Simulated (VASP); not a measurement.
Crystal: Os.

```xyz
2
Lattice="2.6783 0.0000 0.0000 -1.3391 2.3195 0.0000 0.0000 0.0000 4.2315" Properties=species:S:1:pos:R:3 pbc="T T T"
Os    1.3391    0.7732    3.1736
Os    0.0000    1.5463    1.0579
```

Base run:

| Property | Result |
| --- | --- |
| Program | VASP 6.6.1 |
| Functional | SVWN5 |
| Potentials or basis | VASP PAW PBE potentials, release 64 (Os_sv_GW) |
| Cutoff | 560 eV |
| k mesh | 11 × 11 × 6 |
| Occupations | fermi-dirac, width 0.05 eV |
| Spin | no spin polarisation |

Its results: band gap on the k mesh zero (bands 16 and 17 overlap by 4.30 eV); pressure 18.8 GPa.

Q: After a change of settings the same cell gave: band gap on the k mesh zero (bands 16 and 17 overlap by 4.31 eV); pressure 21.4 GPa. Which change was it?
A. functional from SVWN5 to r2SCAN; cutoff from 560 eV to 620 eV; dispersion from none to rVV10
B. functional from SVWN5 to BLYP; dispersion from none to D4
C. functional from SVWN5 to PBEsol; dispersion from none to D3(BJ)
D. functional from SVWN5 to LDA; potentials or basis from VASP PAW PBE potentials, release 64 (Os_sv_GW) to VASP PAW LDA potentials, release 64 (Os_sv_GW)

A: D.

Caveats: the cell stands under pressure; spin-orbit coupling is left out, which moves the levels of the heavy elements; the PAW data sets were made with another functional, which shifts forces and pressure a little (at least some runs).
